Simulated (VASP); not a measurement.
Here is a VASP 6.6.1 calculation.

Contents of INCAR:

```
SYSTEM = GaN
  PREC = Accurate
  ENCUT = 520
  EDIFF = 1E-7
  ISMEAR = 0
  SIGMA = 0.05
  LREAL = .FALSE.
  LASPH = .TRUE.
  NELM = 60
  ALGO = Normal
  ISIF = 2
  LWAVE = .FALSE.
  LCHARG = .FALSE.
  GGA = PE
  NBANDS = 16
```

The input KPOINTS:

```
regular mesh
0
G
  14 14 14
  0 0 0
```

POSCAR

```
GaN
1.0
    0.0000000000      2.1672635250      2.0711779500
    2.1672635250      0.0000000000      2.0711779500
    2.1672635250      2.1672635250      0.0000000000
Ga N
1 1
Direct
    0.0000000000      0.0000000000      0.0000000000
    0.5000000000      0.5000000000      0.5000000000
```

Potentials or basis: VASP PAW PBE potentials, release 64 (Ga_d, N).

Run with:

```bash
$ cat potpaw_PBE.64/Ga_d/POTCAR potpaw_PBE.64/N/POTCAR > POTCAR
$ mpirun -np 1 vasp_std > vasp.out
```

**Question.** Predict the band gap on the k mesh.

**Answer.** 0.15 eV, indirect (least direct gap 2.26 eV).

**Question.** Estimate the pressure.

**Answer.** 1.3 GPa.

Stress tensor (GPa, compression positive):
```
-1.29  0.00  0.00
 0.00 -1.29  0.00
 0.00  0.00  6.34
```

Caveat: the cell differs from its parent crystal (strain +0.015 along x and y, -0.030 along z). A k mesh can miss the band edges.
